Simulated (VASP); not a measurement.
Write the native input for VASP 6.6.1 that does the following.

| Item | Value |
| --- | --- |
| Task | single point |
| Functional | r2SCAN |
| Potentials or basis | VASP PAW PBE potentials, release 64 (I, K_sv) |
| Cutoff | 520 eV |
| k mesh | 7 × 7 × 7 |
| Occupations | fermi-dirac, width 0.05 eV |
| Spin | no spin polarisation |
| Dipole correction | no |
| Further INCAR settings | ALGO = Normal; EDIFF = 1e-06; NBANDS = 15 |

The system is KI.

```
I K
1.0
     0.00000    3.55617    3.55617
     3.55617    0.00000    3.55617
     3.55617    3.55617    0.00000
I K
1 1
Direct
  0.50000 0.50000 0.50000
  0.00000 0.00000 0.00000
```

These files were run (other wordings do the same):

POSCAR

```
KI
1.0
    0.0000000000      3.5561715428      3.5561715428
    3.5561715428      0.0000000000      3.5561715428
    3.5561715428      3.5561715428      0.0000000000
I K
1 1
Direct
    0.5000000000      0.5000000000      0.5000000000
    0.0000000000      0.0000000000      0.0000000000
```

INCAR.step1

```
  PREC = Accurate
  ENCUT = 520
  ISMEAR = -1
  SIGMA = 0.05
  LREAL = F
  LASPH = T
  NELM = 80
  NBANDS = 15
  GGA = PE
  ALGO = Normal
  EDIFF = 1E-4
  LWAVE = T
  LCHARG = F
```

INCAR.step2

```
  PREC = Accurate
  ENCUT = 520
  EDIFF = 1E-6
  ISMEAR = -1
  SIGMA = 0.05
  LREAL = F
  LASPH = T
  NELM = 80
  ALGO = Normal
  ISIF = 2
  LWAVE = F
  LCHARG = F
  METAGGA = R2SCAN
  LMIXTAU = T
  NBANDS = 15
  ISTART = 1
```

KPOINTS

```
Automatic mesh
0
Gamma
  7 7 7
```

Potentials or basis: VASP PAW PBE potentials, release 64 (I, K_sv).

Command:

```console
$ cat potpaw_PBE.64/I/POTCAR potpaw_PBE.64/K_sv/POTCAR > POTCAR
$ cp INCAR.step1 INCAR
$ mpirun -np 1 vasp_std > vasp.out
$ cp INCAR.step2 INCAR
$ mpirun -np 1 vasp_std > vasp.out
```

Results of the run:

```
Pressure               : -0.1 GPa
Band gap on the k mesh : 4.56 eV, direct
```

Caveat: the PAW data sets were made with another functional, which shifts forces and pressure a little; spin-orbit coupling is left out, which moves the levels of the heavy elements.

Run time: 78 s on 1 thread of Intel(R) Xeon(R) Platinum 8559C (Emerald Rapids) (shared host), peak memory 0.26 GiB.
